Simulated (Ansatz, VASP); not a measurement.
# SnTe3: VASP beside Ansatz

The input INCAR:

```
  ALGO = Normal
  EDIFF = 1E-7
  ENCUT = 520
  GGA = PE
  ISIF = 2
  ISMEAR = 0
  LASPH = T
  LCHARG = F
  LREAL = F
  LWAVE = F
  NBANDS = 24
  NELM = 100
  PREC = Accurate
  SIGMA = 0.1
```

KPOINTS

```
k-points
0
Gamma
  10 10 10
```

File POSCAR:

```
SnTe3
1.0
    0.0000000000      3.8612190000      3.8612190000
    3.8612190000      0.0000000000      3.8612190000
    3.8612190000      3.8612190000      0.0000000000
Sn Te
1 3
Direct
    0.0000000000      0.0000000000      0.0000000000
    0.2500000000      0.2500000000      0.2500000000
    0.7500000000      0.7500000000      0.7500000000
    0.5000000000      0.5000000000      0.5000000000
```

Input for Ansatz:

```yaml
crystal:
  lattice:
    - [0.0, 3.861219, 3.861219]
    - [3.861219, 0.0, 3.861219]
    - [3.861219, 3.861219, 0.0]
  atoms:
    - { symbol: Sn, position: [0.0, 0.0, 0.0] }
    - { symbol: Te, position: [0.25, 0.25, 0.25] }
    - { symbol: Te, position: [0.75, 0.75, 0.75] }
    - { symbol: Te, position: [0.5, 0.5, 0.5] }
basis:
  ecutwfc: 500
kpoints:
  mp_grid: { grid: [10, 10, 10] }
hamiltonian:
  xc: pbe
scf:
  occupations: { method: gaussian, width: 0.1 }
output:
  forces: true
  stress: true
  eigenvalues: true
```

Alike in both runs: task single point; functional PBE; k mesh 10 × 10 × 10; occupations gaussian, width 0.1 eV; no spin polarisation.

|  | VASP | Ansatz |
| --- | --- | --- |
| version | VASP 6.6.1 | Ansatz 0.2.0 |
| potentials or method | VASP PAW PBE potentials, release 64 (Sn_d, Te), cutoff 520 eV | scalar-relativistic, plane waves, PAW |
| valence electrons in the cell | 32 | 62 |

Ansatz gave:

| Item | Value |
| --- | --- |
| gap on the k mesh at the Fermi level (eV) | none |
| pressure (GPa) | 0.0 |

Problem. Estimate VASP's values.

Solution. gap on the k mesh at the Fermi level (eV): none; pressure (GPa): -0.1.

A gap of «none» marks a metal or a gap that the smearing closes. VASP's potentials hold 32 valence electrons a cell and Ansatz's 62, so a difference there can come from the potentials and not from the codes.

Spin-orbit coupling is off throughout.
